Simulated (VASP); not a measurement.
# SiSeF2 (Cmmm) in VASP: further runs

Runs on SiSeF2. Level: PBE. Tasks: single point, relaxation of cell and atoms.

Everything below comes from runs of VASP 6.6.1. Logs are shortened: lines on timing, memory, paths and dates and some standing lists are left out, and cuts for length are marked.

## Step 1: The cell of the first run

It takes space group Cmmm (No. 65, orthorhombic). Conventional cell: a = 5.100 Å, b = 10.820 Å, c = 2.806 Å, α = 90.00°, β = 90.00°, γ = 90.00°. Si (site symmetry mmm) has 4 F at 1.91 Å within 2.5 Å. Within 3.7 Å of Se (site symmetry mmm) lie 2 Se at 2.81 Å and 4 F at 2.86 Å and 4 Si at 2.91 Å. F (site symmetry m2m) has 2 Si at 1.91 Å within 2.5 Å.

The cell was generated, and may not be a known phase.

## Step 2: Single point, PBE

Input file INCAR:

```
PREC = Accurate ; ENCUT = 520
EDIFF = 1E-6 ; ISMEAR = 0
SIGMA = 0.1 ; LREAL = False
LASPH = True ; NELM = 100
ALGO = Normal ; ISIF = 2
LWAVE = False ; LCHARG = False
GGA = PE ; NBANDS = 20
```

Input file KPOINTS:

```
regular mesh
0
Gamma
  4 4 6
```

Input file POSCAR:

```
SiSeF2
1.0
    2.5502231722     -5.4098910009      0.0000000000
    2.5502231722      5.4098910009      0.0000000000
    0.0000000000      0.0000000000      2.8064689699
Si Se F
1 1 2
Direct
    0.0000000000      0.0000000000      0.0000000000
    0.5000000000      0.5000000000      0.5000000000
    0.8797022465      0.1202977535      0.5000000000
    0.1202977535      0.8797022465      0.5000000000
```

Potentials or basis: VASP PAW PBE potentials, release 64 (Si, Se, F).

The run is started by

```sh
> cat potpaw_PBE.64/Si/POTCAR potpaw_PBE.64/Se/POTCAR potpaw_PBE.64/F/POTCAR > POTCAR
> mpirun -np 1 vasp_std > vasp.out
```

OUTCAR:

```text
PREC = Accurate
   ENCUT = 520
   EDIFF = 1E-6
   ISMEAR = 0
   LREAL = False
   LASPH = True
   NELM = 100
   ISIF = 2
   GGA = PE

 ion  position               nearest neighbor table
   1  0.000  0.000  0.000-   3 1.91   4 1.91   3 1.91   4 1.91   2 2.91   2 2.91   2 2.91   2 2.91

   2  0.500  0.500  0.500-   1 2.91   1 2.91   1 2.91   1 2.91
   3  0.880  0.120  0.500-   1 1.91   1 1.91
   4  0.120  0.880  0.500-   1 1.91   1 1.91

  LATTYP: Found a base centered orthorhombic cell.
 ALAT       =     5.1004463444
 B/A-ratio  =     2.1213402262
 C/A-ratio  =     0.5502398771

  Lattice vectors:

 A1 = (   2.5502231722,  -5.4098910009,   0.0000000000)
 A2 = (   2.5502231722,   5.4098910009,   0.0000000000)
 A3 = (   0.0000000000,   0.0000000000,   2.8064689699)

Analysis of symmetry for initial positions (statically):
=====================================================================
 Subroutine PRICEL returns:
 Original cell was already a primitive cell.

 Routine SETGRP: Setting up the symmetry group for a
 base centered orthorhombic supercell.

 Subroutine GETGRP returns: Found  8 space group operations
 (whereof  8 operations were pure point group operations)
 out of a pool of  8 trial point group operations.

The static configuration has the point symmetry D_2h.

Analysis of symmetry for dynamics (positions and initial velocities):
=====================================================================
 Subroutine PRICEL returns:
 Original cell was already a primitive cell.

 Routine SETGRP: Setting up the symmetry group for a
 base centered orthorhombic supercell.

 Subroutine GETGRP returns: Found  8 space group operations
 (whereof  8 operations were pure point group operations)
 out of a pool of  8 trial point group operations.

The dynamic configuration has the point symmetry D_2h.

 Subroutine INISYM returns: Found  8 space group operations
 (whereof  8 operations are pure point group operations),
 and found     1 'primitive' translations

----------------------------------------------------------------------------------------

                                     Primitive cell

  volume of cell :      77.4385

  direct lattice vectors                    reciprocal lattice vectors
     2.550223172 -5.409891001  0.000000000     0.196061272 -0.092423304  0.000000000
     2.550223172  5.409891001  0.000000000     0.196061272  0.092423304  0.000000000
     0.000000000  0.000000000  2.806468970     0.000000000  0.000000000  0.356319635

  length of vectors
     5.980849344  5.980849344  2.806468970     0.216753523  0.216753523  0.356319635

  position of ions in fractional coordinates (direct lattice)
     0.000000000  0.000000000  0.000000000
     0.500000000  0.500000000  0.500000000
     0.879702247  0.120297753  0.500000000
     0.120297753  0.879702247  0.500000000

  ion indices of the primitive-cell ions
   primitive index   ion index
                 1           1
                 2           2
                 3           3
                 4           4

----------------------------------------------------------------------------------------

 KPOINTS: regular mesh

Automatic generation of k-mesh.
 Grid dimensions read from file:
 generate k-points for:    4    4    6

 Generating k-lattice:

  Cartesian coordinates                     Fractional coordinates (reciprocal lattice)
     0.049015318 -0.023105826  0.000000000     0.250000000  0.000000000  0.000000000
     0.049015318  0.023105826  0.000000000     0.000000000  0.250000000  0.000000000
     0.000000000  0.000000000  0.059386606     0.000000000  0.000000000  0.166666667

  Length of vectors
     0.054188381  0.054188381  0.059386606

  Shift w.r.t. Gamma in fractional coordinates (k-lattice)
     0.000000000  0.000000000  0.000000000

 Subroutine IBZKPT returns following result:
 ===========================================

 Found     28 irreducible k-points:

 Following reciprocal coordinates:
            Coordinates               Weight
  0.000000  0.000000  0.000000      1.000000
  0.250000  0.000000  0.000000      4.000000
  0.500000  0.000000  0.000000      2.000000
  0.250000  0.250000  0.000000      2.000000
  0.500000  0.250000  0.000000      4.000000
 -0.250000  0.250000  0.000000      2.000000
[... 16 lines left out ...]
  0.250000  0.000000  0.500000      4.000000
  0.500000  0.000000  0.500000      2.000000
 [... further k-points ...]
   k-points           NKPTS =     28   k-points in BZ     NKDIM =     28   number of bands    NBANDS=     20
   number of dos      NEDOS =    301   number of ions     NIONS =      4
   total plane-waves  NPLWV =  55296
   dimension x,y,z NGX =    48 NGY =   48 NGZ =   24
   dimension x,y,z NGXF=    96 NGYF=   96 NGZF=   48
   ions per type =               1   1   2
   NGX,Y,Z   is equivalent  to a cutoff of  13.34, 13.34, 14.22 a.u.
   NGXF,Y,Z  is equivalent  to a cutoff of  26.68, 26.68, 28.43 a.u.
 SYSTEM =  unknown system
   PREC   = accura    normal or accurate (medium, high low for compatibility)
   ISTART =      0    job   : 0-new  1-cont  2-samecut
   ICHARG =      2    charge: 1-file 2-atom 10-const
   ISPIN  =      1    spin polarized calculation?
   LNONCOLLINEAR =      F non collinear calculations
   LSORBIT =      F    spin-orbit coupling
   LASPH  =      T    aspherical Exc in radial PAW
   ENCUT  =  520.0 eV  38.22 Ry    6.18 a.u.  11.12 11.12  5.22*2*pi/ulx,y,z
   NELM   =    100;   NELMIN=  2; NELMDL= -5     # of ELM steps
   EDIFF  = 0.1E-05   stopping-criterion for ELM
   LREAL  =      F    real-space projection
   EDIFFG = 0.1E-04   stopping-criterion for IOM
   NSW    =      0    number of steps for IOM
   IBRION =     -1    ionic relax: 0-MD 1-quasi-New 2-CG
   NFREE  =      0    steps in history (QN), initial steepest desc. (CG)
   ISIF   =      2    stress and relaxation
   ISYM   =      2    0-nonsym 1-usesym 2-fastsym
   POTIM  = 0.5000    time-step for ionic-motion
   TEBEG  =    0.0;   TEEND  =   0.0 temperature during run
   PSTRESS=    0.0 pullay stress
   NELECT =      24.0000    total number of electrons
   NUPDOWN=      -1.0000    fix difference up-down
   EMIN   =  10.00;   EMAX   =-10.00  energy-range for DOS
   EFERMI =   0.00;   METHOD = LEGACY
   ISMEAR =     0;   SIGMA  =   0.10  broadening in eV -4-tet -1-fermi 0-gaus
   EFERMI_NEDOS =   21; number of points for ismear=-14 and -15
   IALGO  =     38    algorithm
   IMIX   =      4    mixing-type and parameters
     AMIX     =   0.40;   BMIX     =  1.00
     AMIX_MAG =   1.60;   BMIX_MAG =  1.00
  volume/ion in A,a.u.               =      19.36       130.65
  Fermi-wavevector in a.u.,A,eV,Ry     =   1.107881  2.093591 16.699781  1.227399
  Thomas-Fermi vector in A             =   2.244401
   LORBIT       =      0    0 simple, 1 ext, 2 COOP (PROOUT), +10 PAW based schemes
   GGA     = PE    functional components
   LHFCALC =     F    Hartree Fock is set to
   AEXX    =    0.0000 exact exchange contribution
   IVDW    =     0    specifies the selected vdW correction
   LEPSILON=     F    determine dielectric tensor
   LRPA    =     F    only Hartree local field effects (RPA)
 non-spin polarized calculation
 Gauss-broadening in eV      SIGMA  =   0.10
  energy-cutoff  :      520.00
  volume of cell :       77.44
 maximum number of plane-waves:      2111
 NGX is ok and might be reduce to    48
   NGX = 23   NGY = 23   NGZ = 11

 number of electron      24.0000000 magnetization

 Free energy of the ion-electron system (eV)
  ---------------------------------------------------
  ext. energy  EPLUGINS =         0.00000000
  ---------------------------------------------------
  free energy    TOTEN  =       -16.74023683 eV

  energy without entropy =      -16.73295153  energy(sigma->0) =      -16.73659418

 E-fermi :   2.0583     XC(G=0):  -8.2728

 val. band max:        2.0252212174   @ k =   0.0000   0.0000   0.5000
 cond. band min:       2.0955354082   @ k =   0.5000   0.2500   0.5000
 fundamental gap:      0.0703141908
 Fermi energy:         2.0582715657

 k-point     1 :       0.0000    0.0000    0.0000
  band No.  band energies     occupation
      1     -23.9806      2.00000
      2     -23.4064      2.00000
      3     -11.6688      2.00000
      4      -7.4769      2.00000
      5      -5.9261      2.00000
      6      -5.0763      2.00000
[... 12 lines left out ...]
     19      11.0511      0.00000
     20      13.4827      0.00000

 k-point     2 :       0.2500    0.0000    0.0000
  band No.  band energies     occupation
      1     -23.9766      2.00000
      2     -23.4077      2.00000
      3     -11.6923      2.00000
      4      -7.8509      2.00000
      5      -5.2095      2.00000
      6      -5.0723      2.00000
[... 12 lines left out ...]
     19      11.2374      0.00000
     20      12.0989      0.00000

 k-point     3 :       0.5000    0.0000    0.0000
  band No.  band energies     occupation
      1     -23.9724      2.00000
      2     -23.4096      2.00000
      3     -11.7173      2.00000
      4      -8.0826      2.00000
      5      -5.0684      2.00000
      6      -4.6274      2.00000
[... 12 lines left out ...]
     19      11.5732      0.00000
     20      12.4337      0.00000

 k-point     4 :       0.2500    0.2500    0.0000
  band No.  band energies     occupation
      1     -23.9724      2.00000
      2     -23.4096      2.00000
      3     -11.7173      2.00000
      4      -8.0819      2.00000
      5      -5.0684      2.00000
      6      -4.6274      2.00000
[... 429 lines left out ...]
 k-point    23 :       0.2500    0.0000    0.5000
  band No.  band energies     occupation
      1     -23.5585      2.00000
      2     -23.1277      2.00000
      3      -9.2860      2.00000
      4      -8.6130      2.00000
      5      -6.8487      2.00000
      6      -6.4834      2.00000
[... 12 lines left out ...]
     19      11.6600      0.00000
     20      12.8704      0.00000

 k-point    24 :       0.5000    0.0000    0.5000
  band No.  band energies     occupation
      1     -23.5559      2.00000
      2     -23.1292      2.00000
      3      -9.3305      2.00000
      4      -8.5569      2.00000
      5      -6.8536      2.00000
      6      -6.5981      2.00000
[... 12 lines left out ...]
     19      10.9742      0.00000
     20      12.2894      0.00000

 [... further k-points ...]

------------------------ aborting loop because EDIFF is reached ----------------------------------------

  FORCE on cell =-STRESS in cart. coord.  units (eV):
  Direction    XX          YY          ZZ          XY          YZ          ZX
  --------------------------------------------------------------------------------------
  -------------------------------------------------------------------------------------
  Total        0.0704933      0.1764355      0.1974303      0.0000000      0.0000000      0.0000000
  in kB        1.4584842      3.6503938      4.0847692      0.0000000      0.0000000      0.0000000
  external PRESSURE =       3.0645490 kB  Pullay stress =       0.0000000 kB

 VOLUME and BASIS-vectors are now :
 -----------------------------------------------------------------------------
  energy-cutoff  :      520.00
  volume of cell :       77.44
      direct lattice vectors                 reciprocal lattice vectors
     2.550223172 -5.409891001  0.000000000     0.196061272 -0.092423304  0.000000000
     2.550223172  5.409891001  0.000000000     0.196061272  0.092423304  0.000000000
     0.000000000  0.000000000  2.806468970     0.000000000  0.000000000  0.356319635

 POSITION                                       TOTAL-FORCE (eV/Angst)
 -----------------------------------------------------------------------------------
      0.00000      0.00000      0.00000        -0.000000      0.000000     -0.000000
      2.55022      0.00000      1.40323         0.000000      0.000000     -0.000000
      2.55022     -4.10830      1.40323        -0.000000      0.075565      0.000000
      2.55022      4.10830      1.40323        -0.000000     -0.075565     -0.000000
 -----------------------------------------------------------------------------------
    total drift:                                0.000000      0.000000      0.000000

  FREE ENERGIE OF THE ION-ELECTRON SYSTEM (eV)
  ---------------------------------------------------
  free  energy   TOTEN  =       -16.7402368296 eV

  energy  without entropy=      -16.7329515255  energy(sigma->0) =      -16.73659418
```

Run time: 29 s. Hardware: 1 thread of AMD EPYC 9R45 (Zen 5), shared host; peak memory 0.21 GiB.

Results:

| Property | Result |
| --- | --- |
| Free energy | -16.7402 eV |
| Pressure | 0.3 GPa |
| Largest force | 0.076 eV/Å |
| Band gap on the k mesh | zero (bands 12 and 13 overlap by 1.28 eV) |

Forces in eV/Å, atoms in the order of the input:
```
Si   0.000  0.000  0.000
Se   0.000  0.000  0.000
F    0.000  0.076  0.000
F    0.000 -0.076  0.000
```

Stress tensor (GPa, compression positive):
```
0.15 0.00 0.00
0.00 0.37 0.00
0.00 0.00 0.41
```

Caveat: the k points lie up to 0.37 Å⁻¹ apart, too coarse for converged energies and pressures of a metal.

(Part 1 of 2 ends here.)

The gap in the log of VASP goes by the Fermi energy; the results here count the filled bands.